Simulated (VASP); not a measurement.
A run of VASP 6.6.1 is set up as follows.

The input INCAR:

```
SYSTEM = Mg
  ALGO = Normal
  EDIFF = 1E-7
  ENCUT = 520
  GGA = PE
  ISIF = 2
  ISMEAR = 0
  LASPH = .TRUE.
  LCHARG = .FALSE.
  LREAL = .FALSE.
  LWAVE = .FALSE.
  NBANDS = 9
  NELM = 80
  PREC = Accurate
  SIGMA = 0.05
```

Contents of KPOINTS:

```
k-points
0
G
  16 16 10
  0 0 0
```

POSCAR

```
Mg
1.0
    3.2395040127      0.0000000000      0.0000000000
   -1.6197520063      2.8054927706      0.0000000000
    0.0000000000      0.0000000000      5.2520670346
Mg
2
Direct
    0.3333333333      0.6666666667      0.2500000000
    0.6666666667      0.3333333333      0.7500000000
```

Potentials or basis: VASP PAW PBE potentials, release 64 (Mg).

Command:

```bash
$ cat potpaw_PBE.64/Mg/POTCAR > POTCAR
$ mpirun -np 1 vasp_std > vasp.out
```

Predict the pressure.

-1.4 GPa.

Predict the band gap on the k mesh.

zero (band 2 reaches 3.42 eV, above the bottom of band 3 at 1.20 eV).
